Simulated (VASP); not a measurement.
A run of VASP 6.6.1:

File INCAR:

```
SYSTEM = Ti4CN4
PREC = Accurate ; ENCUT = 520
EDIFF = 1E-7 ; ISMEAR = 0
SIGMA = 0.1 ; LREAL = .FALSE.
LASPH = .TRUE. ; NELM = 60
ALGO = Normal ; ISIF = 2
LWAVE = .FALSE. ; LCHARG = .FALSE.
LDIPOL = .TRUE. ; IDIPOL = 3
DIPOL = 0.5 0.5 0.485 ; GGA = PS
NBANDS = 46
```

File KPOINTS:

```
regular mesh
0
G
  12 12 1
  0 0 0
```

Contents of POSCAR:

```
Ti4CN4
1.0
    2.9726300472      0.0000000000      0.0000000000
   -1.4863150236      2.5743731369      0.0000000000
    0.0000000000      0.0000000000     27.4949979446
N Ti C
4 4 1
Direct
    0.3333333333      0.6666666667      0.3091471408
    0.0000000000      0.0000000000      0.3974229164
    0.6666666667      0.3333333333      0.4854147359
    0.3333333333      0.6666666667      0.5753533913
    0.6666666667      0.3333333333      0.3532850285
    0.3333333333      0.6666666667      0.4415608042
    0.0000000000      0.0000000000      0.5302006077
    0.6666666667      0.3333333333      0.6138598945
    0.6666666667      0.8333333333      0.6611254449
```

Potentials or basis: VASP PAW PBE potentials, release 64 (N, Ti_sv, C).

Command:

```bash
$ cat potpaw_PBE.64/N/POTCAR potpaw_PBE.64/Ti_sv/POTCAR potpaw_PBE.64/C/POTCAR > POTCAR
$ mpirun -np 1 vasp_std > vasp.out
```

Hardware: 1 thread of Intel Xeon 8259CL, on a shared host.

Task: Estimate the wall time of this run.

Result: Run time: 22 min on 1 thread of Intel Xeon 8259CL, with other jobs on the host, peak memory 0.56 GiB. Counts: scf iterations 38, k points 43.
